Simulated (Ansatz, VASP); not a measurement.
# One calculation of Sn2Ge3, two programs

File INCAR:

```
SYSTEM = Sn2Ge3
  ALGO = Normal
  EDIFF = 1E-6
  EDIFFG = -0.04
  ENCUT = 600
  GGA = PE
  IBRION = 2
  ISIF = 3
  ISMEAR = 0
  LASPH = .TRUE.
  LCHARG = .FALSE.
  LREAL = .FALSE.
  LWAVE = .FALSE.
  NELM = 100
  NSW = 90
  PREC = Accurate
  SIGMA = 0.1
```

Contents of KPOINTS:

```
k-points
0
G
  3 3 4
  0 0 0
```

POSCAR

```
Sn2Ge3
1.0
    7.3052877100      0.0000000000      0.0000000000
   -3.6526438500      6.3265647400      0.0000000000
    0.0000000000      0.0000000000      5.9085683000
Sn Ge
4 6
Direct
    0.3333333300      0.6666666700      0.2343512900
    0.6666666700      0.3333333300      0.2343512900
    0.6666666700      0.3333333300      0.7656487100
    0.3333333300      0.6666666700      0.7656487100
    0.3822110000      0.0000000000      0.5000000000
    0.0000000000      0.3822110000      0.5000000000
    0.6177890000      0.6177890000      0.5000000000
    0.6177890000      0.0000000000      0.5000000000
    0.0000000000      0.6177890000      0.5000000000
    0.3822110000      0.3822110000      0.5000000000
```

Input for Ansatz:

```yaml
crystal:
  lattice:
    - [7.30528771, 0.0, 0.0]
    - [-3.65264385, 6.32656474, 0.0]
    - [0.0, 0.0, 5.9085683]
  atoms:
    - { symbol: Sn, position: [0.33333333, 0.66666667, 0.23435129] }
    - { symbol: Sn, position: [0.66666667, 0.33333333, 0.23435129] }
    - { symbol: Sn, position: [0.66666667, 0.33333333, 0.76564871] }
    - { symbol: Sn, position: [0.33333333, 0.66666667, 0.76564871] }
    - { symbol: Ge, position: [0.382211, 0.0, 0.5] }
    - { symbol: Ge, position: [0.0, 0.382211, 0.5] }
    - { symbol: Ge, position: [0.617789, 0.617789, 0.5] }
    - { symbol: Ge, position: [0.617789, 0.0, 0.5] }
    - { symbol: Ge, position: [0.0, 0.617789, 0.5] }
    - { symbol: Ge, position: [0.382211, 0.382211, 0.5] }
basis:
  ecutwfc: 420
kpoints:
  mp_grid: { grid: [3, 3, 4] }
hamiltonian:
  xc: pbe
scf:
  occupations: { method: gaussian, width: 0.1 }
  lower_state_search: "off"
output:
  forces: true
  stress: true
  eigenvalues: true
relax:
  adjacent_minimum: "off"
  f_tol: 0.04
  max_steps: 70
  cell: { stress_tol: 0.4 }
```

Alike in both runs: task relaxation of cell and atoms; functional PBE; k mesh 3 × 3 × 4; occupations gaussian, width 0.1 eV; no spin polarisation.

|  | VASP | Ansatz |
| --- | --- | --- |
| version | VASP 6.6.1 | Ansatz 0.2.0 |
| potentials or method | VASP PAW PBE potentials, release 64 (Sn_d, Ge_d), cutoff 600 eV | scalar-relativistic, plane waves, PAW |
| valence electrons in the cell | 140 | 140 |

|  | VASP | Ansatz | Ansatz less VASP |
| --- | --- | --- | --- |
| gap on the k mesh at the Fermi level, each at its own relaxed structure (eV) | none | none | - |
| relaxed volume (Å³/atom) | 34.50 | 34.35 | -0.158 |
| relaxed cell length with the largest relative difference (Å) | 6.132 | 6.112 | -0.0199 |

A gap of «none» marks a metal or a gap that the smearing closes.

Noted on VASP's run: the volume moved by over 15 % at a fixed basis, so the end points are rough.
